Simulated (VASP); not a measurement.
Input of a VASP 6.6.1 run:

File INCAR:

```
SYSTEM = SnO2
ALGO = Normal ; EDIFF = 1E-6
ENCUT = 520 ; GGA = PE
ISIF = 2 ; ISMEAR = -1
LASPH = .TRUE. ; LCHARG = .FALSE.
LREAL = .FALSE. ; LWAVE = .FALSE.
NBANDS = 64 ; NELM = 80
PREC = Accurate ; SIGMA = 0.05
```

The input KPOINTS:

```
k-points
0
G
  4 4 4
  0 0 0
```

File POSCAR:

```
SnO2
1.0
    5.1752560000     -0.0517525600      0.0000000000
   -0.0517525600      5.1752560000      0.0000000000
    0.0000000000      0.0000000000      5.1752560000
Sn O
4 8
Direct
    0.0000000000      0.0000000000      0.0000000000
    0.5000000000      0.0000000000      0.5000000000
    0.5000000000      0.5000000000      0.0000000000
    0.0000000000      0.5000000000      0.5000000000
    0.6601047307      0.8394612275      0.1612630293
    0.8398952693      0.1605387725      0.6612630293
    0.1619060440      0.6613641589      0.8392027514
    0.3380939560      0.3386358411      0.3392027514
    0.6619060440      0.6613641589      0.6607972486
    0.8380939560      0.3386358411      0.1607972486
    0.1601047307      0.8394612275      0.3387369707
    0.3398952693      0.1605387725      0.8387369707
```

Potentials or basis: VASP PAW PBE potentials, release 64 (Sn_d, O).

Run with:

```bash
$ cat potpaw_PBE.64/Sn_d/POTCAR potpaw_PBE.64/O/POTCAR > POTCAR
$ mpirun -np 1 vasp_std > vasp.out
```

(1) What does it give for the pressure?

(2) Predict the band gap on the k mesh.

Answers

(1) 0.0 GPa.

(2) 0.53 eV (least direct gap 0.57 eV).

Caveat: semilocal functionals underestimate gaps, and a narrow one can read as zero; spin-orbit coupling is left out, which moves the levels of the heavy elements.
